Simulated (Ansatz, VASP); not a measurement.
## BN: VASP beside Ansatz

The input INCAR:

```
SYSTEM = BN
ALGO = Normal
EDIFF = 1E-6
ENCUT = 520
GGA = PE
ISIF = 2
ISMEAR = 1
IVDW = 12
LASPH = .True.
LCHARG = .False.
LREAL = .False.
LWAVE = .False.
NBANDS = 16
NELM = 100
PREC = Accurate
SIGMA = 0.05
```

KPOINTS

```
k-points
0
Gamma
  12 12 4
  0 0 0
```

Contents of POSCAR:

```
BN
1.0
    2.5061127838      0.0000000000      0.0000000000
   -1.2530563919      2.1703573356      0.0000000000
    0.0000000000      0.0000000000      6.5923998870
B N
2 2
Direct
   -0.1630397286      0.0196741796      0.5000000000
    0.5099817561      0.6736103848      0.0000000000
    0.1696627629     -0.0053584693      0.0000000000
    0.4865012991      0.3181492543      0.5000000000
```

Input for Ansatz:

```yaml
crystal:
  lattice:
    - [2.5061127838, 0.0, 0.0]
    - [-1.2530563919, 2.1703573356, 0.0]
    - [0.0, 0.0, 6.592399887]
  atoms:
    - { symbol: B, position: [-0.1630397286, 0.0196741796, 0.5] }
    - { symbol: B, position: [0.5099817561, 0.6736103848, 0.0] }
    - { symbol: "N", position: [0.1696627629, -0.0053584693, 0.0] }
    - { symbol: "N", position: [0.4865012991, 0.3181492543, 0.5] }
basis:
  ecutwfc: 520.0
kpoints:
  mp_grid: { grid: [12, 12, 4] }
hamiltonian:
  xc: pbe
  dispersion: d3bj
scf:
  occupations: { method: methfessel_paxton, width: 0.05 }
output:
  forces: true
  stress: true
  eigenvalues: true
```

Change from the starting cell: mode 4 frozen in at -0.434 Å and mode 10 at +0.043 Å (largest displacements).

Alike in both runs: task single point; functional PBE; dispersion D3(BJ); k mesh 12 × 12 × 4; occupations methfessel-paxton of order 1, width 0.05 eV; no spin polarisation.

|  | VASP | Ansatz |
| --- | --- | --- |
| version | VASP 6.6.1 | Ansatz 0.2.0 |
| potentials or method | VASP PAW PBE potentials, release 64 (B, N), cutoff 520 eV | scalar-relativistic, plane waves, PAW |
| valence electrons in the cell | 16 | 16 |

```tsv
	VASP	Ansatz	Ansatz less VASP
gap on the k mesh at the Fermi level (eV)	3.22	3.23	+0.008
least direct gap on the mesh (eV)	3.58	3.59	+0.007
pressure (GPa)	1.4	1.4	-0.02
traceless stress, the component that is largest in VASP (GPa)	5.21	5.11	-0.104
rms of the force components (eV/Å)	1.215	1.217	+0.0026
```

Atom by atom the forces differ by 0.003 eV/Å (rms over components).
